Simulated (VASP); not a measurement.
# Zr3O (P6_322) in VASP: further runs, part 2 of 2

VASP 6.6.1. The steps go on from the part before.

### 4 Single point, PBEsol

This run uses another cell than the first one, of the same volume but with other edges.

INCAR

```
SYSTEM = Zr3O
PREC = Accurate ; ENCUT = 520
EDIFF = 1E-7 ; ISMEAR = 0
SIGMA = 0.15 ; LREAL = .FALSE.
LASPH = .TRUE. ; NELM = 100
ALGO = Normal ; ISIF = 2
LWAVE = .FALSE. ; LCHARG = .TRUE.
GGA = PS ; LELF = .TRUE.
LVHAR = .TRUE. ; NBANDS = 52
```

KPOINTS

```
Automatic mesh
0
G
  9 9 8
  0 0 0
```

POSCAR

```
Zr3O
1.0
    5.5250015459      0.0000000000      0.0000000000
   -2.7625007729      4.7847916947      0.0000000000
    0.0000000000      0.0000000000      5.2669839737
Zr O
6 2
Direct
    0.3260414843      0.0000000000      0.0000000000
    0.3260414843      0.3260414843      0.5000000000
    0.0000000000      0.3260414843      0.0000000000
    0.6739585157      0.0000000000      0.5000000000
    0.6739585157      0.6739585157      0.0000000000
    0.0000000000      0.6739585157      0.5000000000
    0.3333333333      0.6666666667      0.2500000000
    0.6666666667      0.3333333333      0.7500000000
```

Potentials or basis: VASP PAW PBE potentials, release 64 (Zr_sv, O).

The run is started by

```console
cat potpaw_PBE.64/Zr_sv/POTCAR potpaw_PBE.64/O/POTCAR > POTCAR
mpirun -np 1 vasp_std > vasp.out
```

OUTCAR:

```text
SYSTEM = Zr3O
   PREC = Accurate
   ENCUT = 520
   EDIFF = 1E-7
   ISMEAR = 0
   LREAL = .FALSE.
   LASPH = .TRUE.
   NELM = 100
   ISIF = 2
   GGA = PS

 ion  position               nearest neighbor table
   1  0.326  0.000  0.000-   7 2.28   8 2.28   3 3.12   5 3.12   2 3.19   2 3.19   6 3.19   6 3.19
                             5 3.23   3 3.23   5 3.23   3 3.23   4 3.26   4 3.26
   2  0.326  0.326  0.500-   7 2.28   8 2.28   6 3.12   4 3.12   1 3.19   1 3.19   3 3.19   3 3.19
                             6 3.23   4 3.23   4 3.23   6 3.23   5 3.26   5 3.26
   3  0.000  0.326  0.000-   8 2.28   7 2.28   1 3.12   5 3.12   2 3.19   2 3.19   4 3.19   4 3.19
                             5 3.23   1 3.23   1 3.23   5 3.23   6 3.26   6 3.26
   4  0.674  0.000  0.500-   8 2.28   7 2.28   6 3.12   2 3.12   5 3.19   5 3.19   3 3.19   3 3.19
                             2 3.23   6 3.23   2 3.23   6 3.23   1 3.26   1 3.26
   5  0.674  0.674  0.000-   8 2.28   7 2.28   3 3.12   1 3.12   4 3.19   4 3.19   6 3.19   6 3.19
                             3 3.23   1 3.23   1 3.23   3 3.23   2 3.26   2 3.26
   6  0.000  0.674  0.500-   7 2.28   8 2.28   4 3.12   2 3.12   5 3.19   5 3.19   1 3.19   1 3.19
                             2 3.23   4 3.23   4 3.23   2 3.23   3 3.26   3 3.26
   7  0.333  0.667  0.250-   1 2.28   6 2.28   3 2.28   4 2.28   2 2.28   5 2.28
   8  0.667  0.333  0.750-   4 2.28   3 2.28   6 2.28   1 2.28   5 2.28   2 2.28

  LATTYP: Found a hexagonal cell.
 ALAT       =     5.5250015459
 C/A-ratio  =     0.9533000000

  Lattice vectors:

 A1 = (   5.5250015459,   0.0000000000,   0.0000000000)
 A2 = (  -2.7625007729,   4.7847916947,   0.0000000000)
 A3 = (   0.0000000000,   0.0000000000,   5.2669839737)

Analysis of symmetry for initial positions (statically):
=====================================================================
 Subroutine PRICEL returns:
 Original cell was already a primitive cell.

 Routine SETGRP: Setting up the symmetry group for a
 hexagonal supercell.

 Subroutine GETGRP returns: Found 12 space group operations
 (whereof  6 operations were pure point group operations)
 out of a pool of 24 trial point group operations.

The static configuration has the point symmetry D_3 .
 The point group associated with its full space group is D_6 .

Analysis of symmetry for dynamics (positions and initial velocities):
=====================================================================
 Subroutine PRICEL returns:
 Original cell was already a primitive cell.

 Routine SETGRP: Setting up the symmetry group for a
 hexagonal supercell.

 Subroutine GETGRP returns: Found 12 space group operations
 (whereof  6 operations were pure point group operations)
 out of a pool of 24 trial point group operations.

The dynamic configuration has the point symmetry D_3 .
 The point group associated with its full space group is D_6 .

 Subroutine INISYM returns: Found 12 space group operations
 (whereof  6 operations are pure point group operations),
 and found     1 'primitive' translations

----------------------------------------------------------------------------------------

                                     Primitive cell

  volume of cell :     139.2379

  direct lattice vectors                    reciprocal lattice vectors
[... 78 lines left out ...]
  0.333333  0.222222  0.125000     24.000000
  0.333333  0.333333  0.125000      4.000000
 [... further k-points ...]
   k-points           NKPTS =     60   k-points in BZ     NKDIM =     60   number of bands    NBANDS=     52
   number of dos      NEDOS =    301   number of ions     NIONS =      8
   total plane-waves  NPLWV =  70560
   dimension x,y,z NGX =    42 NGY =   42 NGZ =   40
   dimension x,y,z NGXF=    84 NGYF=   84 NGZF=   80
   ions per type =               6   2
   NGX,Y,Z   is equivalent  to a cutoff of  12.64, 12.64, 12.63 a.u.
   NGXF,Y,Z  is equivalent  to a cutoff of  25.28, 25.28, 25.25 a.u.
 SYSTEM =  Zr3O
   PREC   = accura    normal or accurate (medium, high low for compatibility)
   ISTART =      0    job   : 0-new  1-cont  2-samecut
   ICHARG =      2    charge: 1-file 2-atom 10-const
   ISPIN  =      1    spin polarized calculation?
   LNONCOLLINEAR =      F non collinear calculations
   LSORBIT =      F    spin-orbit coupling
   LASPH  =      T    aspherical Exc in radial PAW
   ENCUT  =  520.0 eV  38.22 Ry    6.18 a.u.  10.27 10.27  9.79*2*pi/ulx,y,z
   NELM   =    100;   NELMIN=  2; NELMDL= -5     # of ELM steps
   EDIFF  = 0.1E-06   stopping-criterion for ELM
   LREAL  =      F    real-space projection
   EDIFFG = 0.1E-05   stopping-criterion for IOM
   NSW    =      0    number of steps for IOM
   IBRION =     -1    ionic relax: 0-MD 1-quasi-New 2-CG
   NFREE  =      0    steps in history (QN), initial steepest desc. (CG)
   ISIF   =      2    stress and relaxation
   ISYM   =      2    0-nonsym 1-usesym 2-fastsym
   POTIM  = 0.5000    time-step for ionic-motion
   TEBEG  =    0.0;   TEEND  =   0.0 temperature during run
   PSTRESS=    0.0 pullay stress
   NELECT =      84.0000    total number of electrons
   NUPDOWN=      -1.0000    fix difference up-down
   EMIN   =  10.00;   EMAX   =-10.00  energy-range for DOS
   EFERMI =   0.00;   METHOD = LEGACY
   ISMEAR =     0;   SIGMA  =   0.15  broadening in eV -4-tet -1-fermi 0-gaus
   EFERMI_NEDOS =   21; number of points for ismear=-14 and -15
   IALGO  =     38    algorithm
   IMIX   =      4    mixing-type and parameters
     AMIX     =   0.40;   BMIX     =  1.00
     AMIX_MAG =   1.60;   BMIX_MAG =  1.00
  volume/ion in A,a.u.               =      17.40       117.45
  Fermi-wavevector in a.u.,A,eV,Ry     =   1.383297  2.614052 26.034894  1.913511
  Thomas-Fermi vector in A             =   2.507908
   LORBIT       =      0    0 simple, 1 ext, 2 COOP (PROOUT), +10 PAW based schemes
   GGA     = PS    functional components
   LHFCALC =     F    Hartree Fock is set to
   AEXX    =    0.0000 exact exchange contribution
   IVDW    =     0    specifies the selected vdW correction
   LEPSILON=     F    determine dielectric tensor
   LRPA    =     F    only Hartree local field effects (RPA)
 non-spin polarized calculation
 Gauss-broadening in eV      SIGMA  =   0.15
  energy-cutoff  :      520.00
  volume of cell :      139.24
 maximum number of plane-waves:      3764
 NGX is ok and might be reduce to    42

 number of electron      83.9999989 magnetization

 Free energy of the ion-electron system (eV)
  ---------------------------------------------------
  ext. energy  EPLUGINS =         0.00000000
  ---------------------------------------------------
  free energy    TOTEN  =       -76.42617299 eV

  energy without entropy =      -76.37443001  energy(sigma->0) =      -76.40030150

 E-fermi :   9.7241     XC(G=0): -11.7868

 val. band max:        9.7176882012   @ k =   0.0000   0.0000   0.1250
 cond. band min:       9.7265995499   @ k =   0.2222   0.0000   0.2500
 fundamental gap:      0.0089113487
 Fermi energy:         9.7240547307

 k-point     1 :       0.0000    0.0000    0.0000
  band No.  band energies     occupation
      1     -38.9555      2.00000
      2     -38.8080      2.00000
      3     -38.7670      2.00000
      4     -38.7670      2.00000
      5     -38.7572      2.00000
      6     -38.7572      2.00000
[... 1309 lines left out ...]
     51      12.8785      0.00000
     52      13.1166      0.00000

 [... further k-points ...]

------------------------ aborting loop because EDIFF is reached ----------------------------------------

  FORCE on cell =-STRESS in cart. coord.  units (eV):
  Direction    XX          YY          ZZ          XY          YZ          ZX
  --------------------------------------------------------------------------------------
  -------------------------------------------------------------------------------------
  Total        0.0264904      0.0264904     -2.9022730      0.0000000      0.0000000      0.0000000
  in kB        0.3048185      0.3048185    -33.3957660      0.0000000      0.0000000      0.0000000
  external PRESSURE =     -10.9287097 kB  Pullay stress =       0.0000000 kB

 VOLUME and BASIS-vectors are now :
 -----------------------------------------------------------------------------
  energy-cutoff  :      520.00
  volume of cell :      139.24
      direct lattice vectors                 reciprocal lattice vectors
     5.525001546  0.000000000  0.000000000     0.180995424  0.104497757  0.000000000
    -2.762500773  4.784791695  0.000000000     0.000000000  0.208995514  0.000000000
     0.000000000  0.000000000  5.266983974     0.000000000  0.000000000  0.189861979

 POSITION                                       TOTAL-FORCE (eV/Angst)
 -----------------------------------------------------------------------------------
      1.80138      0.00000      0.00000         1.166110      0.000000     -0.000000
      0.90069      1.56004      2.63349         0.583055      1.009881     -0.000000
     -0.90069      1.56004      0.00000        -0.583055      1.009881      0.000000
      3.72362      0.00000      2.63349        -1.166110      0.000000     -0.000000
      1.86181      3.22475      0.00000        -0.583055     -1.009881      0.000000
     -1.86181      3.22475      2.63349         0.583055     -1.009881      0.000000
     -0.00000      3.18986      1.31675        -0.000000      0.000000      0.000000
      2.76250      1.59493      3.95024        -0.000000      0.000000      0.000000
 -----------------------------------------------------------------------------------
    total drift:                               -0.000001      0.000000     -0.000000

  FREE ENERGIE OF THE ION-ELECTRON SYSTEM (eV)
  ---------------------------------------------------
  free  energy   TOTEN  =       -76.4261729948 eV

  energy  without entropy=      -76.3744300077  energy(sigma->0) =      -76.40030150
```

Wall time 5.1 min (1 thread of AMD EPYC 9R45 (Zen 5), shared host); peak memory 0.43 GiB.

Results:

- Free energy: -76.4262 eV
- Pressure: -1.1 GPa
- Largest force: 1.166 eV/Å
- Band gap on the k mesh: zero (bands 42 and 43 overlap by 0.59 eV)

Forces on the atoms (eV/Å):
```
Zr   1.166  0.000  0.000
Zr   0.583  1.010  0.000
Zr  -0.583  1.010  0.000
Zr  -1.166  0.000  0.000
Zr  -0.583 -1.010  0.000
Zr   0.583 -1.010  0.000
O    0.000  0.000  0.000
O    0.000  0.000  0.000
```

Levels at points of the mesh, in eV from the Fermi level:
```tsv
k point	band 40	band 41	band 42	band 43	band 44	band 45
(0.00, 0.00, 0.00)	-0.81	0.06	0.52	0.67	0.67	0.82
(0.00, 0.00, 0.50)	-0.21	-0.15	-0.15	0.18	0.18	0.19
```

Caveat: the PAW data sets were made with another functional, which shifts forces and pressure a little.

### 5 Summary

| cell | gap on the mesh (eV) | pressure (GPa) | largest force (eV/Å) |
| --- | --- | --- | --- |
| a = 5.584, b = 5.584, c = 5.156 Å, angles 90.0, 90.0, 120.0°, 8 atoms, atomic positions A | none | 0.2 | - |
| a = 5.468, b = 5.468, c = 5.377 Å, angles 90.0, 90.0, 120.0°, 8 atoms, atomic positions B | none | 4.3 | 1.27 |
| a = 5.525, b = 5.525, c = 5.267 Å, angles 90.0, 90.0, 120.0°, 8 atoms, atomic positions C | none | -1.1 | 1.17 |

Alike in all rows: task single point; level PBEsol; potentials or basis VASP PAW PBE potentials, release 64 (Zr_sv, O); no spin polarisation; k mesh 9 × 9 × 8; cutoff (eV) 520; smearing gaussian 0.15 eV.

Caveats: the PAW data sets were made with another functional, which shifts forces and pressure a little; the cell stands under pressure (at least some runs).

Absolute energies hang on the potentials; compare differences alone.
